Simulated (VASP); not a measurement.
A run of VASP 6.6.1:

POSCAR

```
Al2Ru
1.0
    0.0000000000      4.0263163755      4.4177033670
    2.3690654965      0.0000000000      4.4177033670
    2.3690654965      4.0263163755      0.0000000000
Al Ru
4 2
Direct
    0.0790116663      0.4209883337      0.0790116663
    0.4209883337      0.0790116663      0.4209883337
    0.1709883337      0.8290116663      0.1709883337
    0.8290116663      0.1709883337      0.8290116663
    0.7500000000      0.7500000000      0.7500000000
    0.5000000000      0.5000000000      0.5000000000
```

Contents of INCAR.step1:

```
SYSTEM = Al2Ru
ALGO = Normal
EDIFF = 1E-6
ENCUT = 520
GGA = CA
ISIF = 2
ISMEAR = 0
LASPH = .True.
LCHARG = .True.
LMAXMIX = 4
LREAL = .False.
LWAVE = .False.
NBANDS = 29
NELM = 100
PREC = Accurate
SIGMA = 0.01
```

The input KPOINTS.step1:

```
k-points
0
Gamma
  10 10 10
  0 0 0
```

INCAR.step2

```
SYSTEM = Al2Ru
ALGO = Normal
EDIFF = 1E-6
ENCUT = 520
GGA = CA
ICHARG = 11
ISIF = 2
ISMEAR = -5
LASPH = .True.
LCHARG = .False.
LMAXMIX = 4
LORBIT = 11
LREAL = .False.
LWAVE = .False.
NEDOS = 1001
NELM = 100
PREC = Accurate
SIGMA = 0.01
```

Contents of KPOINTS.step2:

```
k-points
0
Gamma
  15 15 15
  0 0 0
```

Potentials or basis: VASP PAW LDA potentials, release 64 (Al, Ru_pv).

Run with:

```sh
$ cat potpaw_LDA.64/Al/POTCAR potpaw_LDA.64/Ru_pv/POTCAR > POTCAR
$ cp INCAR.step1 INCAR
$ cp KPOINTS.step1 KPOINTS
$ mpirun -np 1 vasp_std > vasp.out
$ cp INCAR.step2 INCAR
$ cp KPOINTS.step2 KPOINTS
$ mpirun -np 1 vasp_std > vasp.out
```

Hardware: 1 thread of Intel(R) Xeon(R) 6975P-C (Granite Rapids), with other jobs on the host.

Question: How long does it take, and how much memory?

Answer: Run time: 9.4 min on 1 thread of Intel(R) Xeon(R) 6975P-C (Granite Rapids), with other jobs on the host, peak memory 0.86 GiB. Counts: k points 512.
